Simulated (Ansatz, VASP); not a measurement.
**One calculation of Rb, two programs**

```xyz
2
Lattice="5.1133 0.0000 0.0000 -2.5567 4.4283 0.0000 0.0000 0.0000 8.3038" Properties=species:S:1:pos:R:3 pbc="T T T"
Rb    0.0000    2.9522    2.0759
Rb    2.5567    1.4761    6.2278
```

Alike in both runs: functional PBE; k mesh 10 × 10 × 5; occupations fermi-dirac, width 0.05 eV; no spin polarisation.

Ansatz relaxed the structure, and its values are those at the end. VASP's run is a single point on that final structure, the one shown.

```csv
,VASP,Ansatz
version,VASP 6.6.1,Ansatz 0.2.0
potentials or method,"VASP PAW PBE potentials, release 64 (Rb_sv), cutoff 520 eV","all-electron LAPW, non-relativistic"
```

```tsv
	VASP	Ansatz	Ansatz less VASP
pressure (GPa)	-0.1	0.0	+0.07
```

Ansatz ran all-electron here, and VASP with PAW potentials.
